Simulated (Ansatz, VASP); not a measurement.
One calculation of W, two programs

```xyz
1
Lattice="-1.5537 1.5537 1.5537 1.5537 -1.5537 1.5537 1.5537 1.5537 -1.5537" Properties=species:S:1:pos:R:3 pbc="T T T"
W     0.0000    0.0000    0.0000
```

Alike in both runs: task single point; functional PBE; k mesh 13 × 13 × 13; no spin polarisation.

```csv
,VASP,Ansatz
version,VASP 6.6.1,Ansatz 0.2.0
potentials or method,"VASP PAW PBE potentials, release 64 (W_sv), cutoff 520 eV","plane waves, PAW"
occupations,"fermi-dirac, width 0.1 eV",fermi-dirac
valence electrons in the cell,14,14
```

|  | VASP | Ansatz | Ansatz less VASP |
| --- | --- | --- | --- |
| pressure (GPa) | 26.4 | 25.6 | -0.86 |

Neither program's run includes spin-orbit coupling.
